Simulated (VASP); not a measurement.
Write the native input for VASP 6.6.1 that does the following.

- Task: single point
- Functional: PBE
- Potentials or basis: VASP PAW PBE potentials, release 64 (Li_sv, Nb_sv, Br)
- Cutoff: 520 eV
- k mesh: 4 × 4 × 6
- Occupations: gaussian, width 0.1 eV
- Spin: collinear spin, zero start
- Starting moments: [0.0, 0.0, 0.0, 0.0] μB
- Dipole correction: no
- Further INCAR settings: ALGO = Normal; EDIFF = 1e-06; NBANDS = 27

The structure of LiNbBr2 lies in POSCAR:

```
LiNbBr2
1.0
    5.5232883800      0.0000000000      0.0000000000
    0.0000000000      5.5232883800      0.0000000000
    0.0000000000      0.0000000000      2.5784711700
Li Nb Br
1 1 2
Direct
    0.5000000000      0.5000000000      0.5000000000
    0.0000000000      0.0000000000      0.0000000000
    0.5000000000      0.0000000000      0.0000000000
    0.0000000000      0.5000000000      0.0000000000
```

The input as run:

INCAR

```
SYSTEM = LiNbBr2
PREC = Accurate
ENCUT = 520
EDIFF = 1E-6
ISMEAR = 0
SIGMA = 0.1
LREAL = .FALSE.
LASPH = .TRUE.
NELM = 150
ALGO = Normal
ISIF = 2
LWAVE = .FALSE.
LCHARG = .TRUE.
ISPIN = 2
MAGMOM = 0 0 0 0
LORBIT = 11
LMAXMIX = 4
GGA = PE
LELF = .TRUE.
LVHAR = .TRUE.
NBANDS = 27
```

KPOINTS

```
regular mesh
0
G
  4 4 6
  0 0 0
```

Potentials or basis: VASP PAW PBE potentials, release 64 (Li_sv, Nb_sv, Br).

Run with:

```sh
$ cat potpaw_PBE.64/Li_sv/POTCAR potpaw_PBE.64/Nb_sv/POTCAR potpaw_PBE.64/Br/POTCAR > POTCAR
$ mpirun -np 1 vasp_std > vasp.out
```

It gave:

* Band gap on the k mesh: zero (filled and empty bands overlap)
* Net moment: 0.00 μB per cell
* Valence electrons inside the program's atomic spheres: Li 2.05; Nb 10.86; Br 4.90

Caveat: the k points lie up to 0.41 Å⁻¹ apart, too coarse for converged energies and pressures of a metal.

Wall time 2.7 min on 1 thread of Intel Xeon 8259CL (shared host), peak memory 0.25 GiB.
